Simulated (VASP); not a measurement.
# Ni2Pt (P6_3/mmc) in VASP: a series of runs, part 2 of 3

VASP 6.6.1. Earlier steps stand in the parts before.

**3. Single point, PBE, collinear spin, ferrimagnetic start**

This run uses another cell than the first one, of 12.89 Å³/atom.

File INCAR:

```
PREC = Accurate ; ENCUT = 520
EDIFF = 1E-6 ; ISMEAR = 0
SIGMA = 0.1 ; LREAL = F
LASPH = T ; NELM = 150
ALGO = Normal ; ISIF = 2
LWAVE = F ; LCHARG = F
ISPIN = 2 ; MAGMOM = -2 2 -2 -2 0 0
LORBIT = 11 ; LMAXMIX = 4
GGA = PE ; NBANDS = 43
```

File KPOINTS:

```
Automatic mesh
0
Gamma
  6 6 2
```

File POSCAR:

```
Ni2Pt
1.0
    2.6663373027      0.0000000000      0.0000000000
   -1.3331686514      2.3091158392      0.0000000000
    0.0000000000      0.0000000000     12.5630388026
Ni Pt
4 2
Direct
    0.3333333333      0.6666666667      0.9238730068
    0.3333333333      0.6666666667      0.5761269983
    0.6666666667      0.3333333333      0.0761279229
    0.6666666667      0.3333333333      0.4238720982
    0.3333333333      0.6666666667      0.2499999779
    0.6666666667      0.3333333333      0.7499999960
```

Potentials or basis: VASP PAW PBE potentials, release 64 (Ni, Pt).

Started as:

```sh
> cat potpaw_PBE.64/Ni/POTCAR potpaw_PBE.64/Pt/POTCAR > POTCAR
> mpirun -np 1 vasp_std > vasp.out
```

OUTCAR:

```text
PREC = Accurate
   ENCUT = 520
   EDIFF = 1E-6
   ISMEAR = 0
   LREAL = F
   LASPH = T
   NELM = 150
   ISIF = 2
   ISPIN = 2
   LORBIT = 11
   GGA = PE

 ion  position               nearest neighbor table
   1  0.333  0.667  0.924-   3 2.46   3 2.46   3 2.46   6 2.67   6 2.67   6 2.67
   2  0.333  0.667  0.576-   4 2.46   4 2.46   4 2.46   6 2.67   6 2.67   6 2.67
   3  0.667  0.333  0.076-   1 2.46   1 2.46   1 2.46   5 2.67   5 2.67   5 2.67
   4  0.667  0.333  0.424-   2 2.46   2 2.46   2 2.46   5 2.67   5 2.67   5 2.67
   5  0.333  0.667  0.250-   3 2.67   3 2.67   3 2.67   4 2.67   4 2.67   4 2.67
   6  0.667  0.333  0.750-   2 2.67   2 2.67   2 2.67   1 2.67   1 2.67   1 2.67

  LATTYP: Found a hexagonal cell.
 ALAT       =     2.6663373027
 C/A-ratio  =     4.7117215027

  Lattice vectors:

 A1 = (   2.6663373027,   0.0000000000,   0.0000000000)
 A2 = (  -1.3331686514,   2.3091158392,   0.0000000000)
 A3 = (   0.0000000000,   0.0000000000,  12.5630388026)

Analysis of symmetry for initial positions (statically):
=====================================================================
 Subroutine PRICEL returns:
 Original cell was already a primitive cell.

 Routine SETGRP: Setting up the symmetry group for a
 hexagonal supercell.

 Subroutine GETGRP returns: Found 24 space group operations
 (whereof 12 operations were pure point group operations)
 out of a pool of 24 trial point group operations.

The static configuration has the point symmetry D_3d.
 The point group associated with its full space group is D_6h.

Analysis of symmetry for dynamics (positions and initial velocities):
=====================================================================
 Subroutine PRICEL returns:
 Original cell was already a primitive cell.

 Routine SETGRP: Setting up the symmetry group for a
 hexagonal supercell.

 Subroutine GETGRP returns: Found 24 space group operations
 (whereof 12 operations were pure point group operations)
 out of a pool of 24 trial point group operations.

The dynamic configuration has the point symmetry D_3d.
 The point group associated with its full space group is D_6h.

Analysis of structural, dynamic, and magnetic symmetry:
=====================================================================
 Subroutine PRICEL returns:
 Original cell was already a primitive cell.

 Routine SETGRP: Setting up the symmetry group for a
 hexagonal supercell.

 Subroutine GETGRP returns: Found  6 space group operations
 (whereof  6 operations were pure point group operations)
 out of a pool of 24 trial point group operations.

The overall configuration has the point symmetry C_3v.

 Subroutine INISYM returns: Found  6 space group operations
 (whereof  6 operations are pure point group operations),
 and found     1 'primitive' translations

----------------------------------------------------------------------------------------

                                     Primitive cell

  volume of cell :      77.3491

  direct lattice vectors                    reciprocal lattice vectors
     2.666337303  0.000000000  0.000000000     0.375046323  0.216533095  0.000000000
    -1.333168651  2.309115839  0.000000000     0.000000000  0.433066191  0.000000000
[... 88 lines left out ...]
   ISIF   =      2    stress and relaxation
   ISYM   =      2    0-nonsym 1-usesym 2-fastsym
   POTIM  = 0.5000    time-step for ionic-motion
   TEBEG  =    0.0;   TEEND  =   0.0 temperature during run
   PSTRESS=    0.0 pullay stress
   NELECT =      60.0000    total number of electrons
   NUPDOWN=      -1.0000    fix difference up-down
   EMIN   =  10.00;   EMAX   =-10.00  energy-range for DOS
   EFERMI =   0.00;   METHOD = LEGACY
   ISMEAR =     0;   SIGMA  =   0.10  broadening in eV -4-tet -1-fermi 0-gaus
   EFERMI_NEDOS =   21; number of points for ismear=-14 and -15
   IALGO  =     38    algorithm
   IMIX   =      4    mixing-type and parameters
     AMIX     =   0.40;   BMIX     =  1.00
     AMIX_MAG =   1.60;   BMIX_MAG =  1.00
  volume/ion in A,a.u.               =      12.89        87.00
  Fermi-wavevector in a.u.,A,eV,Ry     =   1.504204  2.842533 30.784946  2.262630
  Thomas-Fermi vector in A             =   2.615214
   LORBIT       =     11    0 simple, 1 ext, 2 COOP (PROOUT), +10 PAW based schemes
   GGA     = PE    functional components
   LHFCALC =     F    Hartree Fock is set to
   AEXX    =    0.0000 exact exchange contribution
   IVDW    =     0    specifies the selected vdW correction
   LEPSILON=     F    determine dielectric tensor
   LRPA    =     F    only Hartree local field effects (RPA)
 spin polarized calculation
 Gauss-broadening in eV      SIGMA  =   0.10
  energy-cutoff  :      520.00
  volume of cell :       77.35
 maximum number of plane-waves:      2109
 NGX is ok and might be reduce to    20
   NGX =  9   NGY =  9   NGZ = 47

 number of electron      60.0000012 magnetization      -3.6175355

 Free energy of the ion-electron system (eV)
  ---------------------------------------------------
  ext. energy  EPLUGINS =         0.00000000
  ---------------------------------------------------
  free energy    TOTEN  =       -34.07045121 eV

  energy without entropy =      -34.01507106  energy(sigma->0) =      -34.04276113

 E-fermi :   9.5029     XC(G=0): -13.0410

 val. band max:        9.5010264708   @ k =   0.0000   0.0000   0.0000
 cond. band min:       9.5055114520   @ k =   0.3333   0.0000   0.0000
 fundamental gap:      0.0044849811
 Fermi energy:         9.5028699157

 spin component 1

 k-point     1 :       0.0000    0.0000    0.0000
  band No.  band energies     occupation
      1       0.0074      1.00000
      2       0.4012      1.00000
      3       2.1127      1.00000
      4       2.6060      1.00000
      5       3.8351      1.00000
      6       4.7381      1.00000
[... 619 lines left out ...]
     41      17.1141      0.00000
     42      17.1142      0.00000
 Fermi energy:         9.5028699157

 spin component 2

 k-point     1 :       0.0000    0.0000    0.0000
  band No.  band energies     occupation
      1      -0.0062      1.00000
      2       0.3797      1.00000
      3       2.1226      1.00000
      4       2.5582      1.00000
      5       3.7084      1.00000
      6       4.6068      1.00000
[... 619 lines left out ...]
     41      16.9261      0.00000
     42      16.9264      0.00000
 [bands above 42 left out]

------------------------ aborting loop because EDIFF is reached ----------------------------------------

  FORCE on cell =-STRESS in cart. coord.  units (eV):
  Direction    XX          YY          ZZ          XY          YZ          ZX
  --------------------------------------------------------------------------------------
  -------------------------------------------------------------------------------------
  Total        0.0239724      0.0239724     -0.2148282     -0.0000000      0.0000000     -0.0000000
  in kB        0.4965542      0.4965542     -4.4498609     -0.0000000      0.0000000     -0.0000000
  external PRESSURE =      -1.1522509 kB  Pullay stress =       0.0000000 kB

 VOLUME and BASIS-vectors are now :
 -----------------------------------------------------------------------------
  energy-cutoff  :      520.00
  volume of cell :       77.35
      direct lattice vectors                 reciprocal lattice vectors
     2.666337303  0.000000000  0.000000000     0.375046323  0.216533095  0.000000000
    -1.333168651  2.309115839  0.000000000     0.000000000  0.433066191  0.000000000
     0.000000000  0.000000000 12.563038803     0.000000000  0.000000000  0.079598576

 POSITION                                       TOTAL-FORCE (eV/Angst)
 -----------------------------------------------------------------------------------
     -0.00000      1.53941     11.60665         0.000000      0.000000     -0.052548
     -0.00000      1.53941      7.23791         0.000000     -0.000000      0.052209
      1.33317      0.76971      0.95640        -0.000000     -0.000000      0.052178
      1.33317      0.76971      5.32512        -0.000000      0.000000     -0.052040
     -0.00000      1.53941      3.14076         0.000000     -0.000000      0.000252
      1.33317      0.76971      9.42228         0.000000     -0.000000     -0.000050
 -----------------------------------------------------------------------------------
    total drift:                               -0.000000      0.000000      0.000488

  FREE ENERGIE OF THE ION-ELECTRON SYSTEM (eV)
  ---------------------------------------------------
  free  energy   TOTEN  =       -34.0704512074 eV

  energy  without entropy=      -34.0150710574  energy(sigma->0) =      -34.04276113

 total charge

# of ion       s       p       d       tot
------------------------------------------
    1        0.446   0.420   8.290   9.156
    2        0.446   0.420   8.291   9.157
    3        0.445   0.420   8.291   9.157
    4        0.446   0.420   8.291   9.157
    5        0.713   0.663   8.068   9.444
    6        0.713   0.663   8.068   9.444
--------------------------------------------------
tot          3.208   3.007  49.300  55.515

 magnetization (x)

# of ion       s       p       d       tot
------------------------------------------
    1        0.003   0.016  -0.832  -0.813
    2        0.003   0.016  -0.832  -0.812
    3        0.003   0.016  -0.832  -0.812
    4        0.003   0.016  -0.831  -0.812
    5       -0.004   0.015  -0.226  -0.215
    6       -0.004   0.015  -0.226  -0.215
--------------------------------------------------
tot          0.005   0.094  -3.779  -3.680
```

It took 1.8 min on 1 thread of AMD EPYC 9R45 (Zen 5), shared host; peak memory 0.23 GiB.

Results:

| Property | Result |
| --- | --- |
| Free energy | -34.0705 eV |
| Pressure | -0.1 GPa |
| Largest force | 0.053 eV/Å |
| Net moment | -3.62 μB per cell |
| Site moments | Ni -0.81; Pt -0.21 μB |
| Valence electrons inside the program's atomic spheres | Ni 9.16; Pt 9.44 |

Forces in eV/Å, atoms in the order of the input:
```
Ni   0.000  0.000 -0.053
Ni   0.000  0.000  0.052
Ni   0.000  0.000  0.052
Ni   0.000  0.000 -0.052
Pt   0.000  0.000  0.000
Pt   0.000  0.000  0.000
```

Caveat: the k points lie up to 0.45 Å⁻¹ apart; spin-orbit coupling is left out, which moves the levels of the heavy elements.

(Part 2 of 3 ends here.)
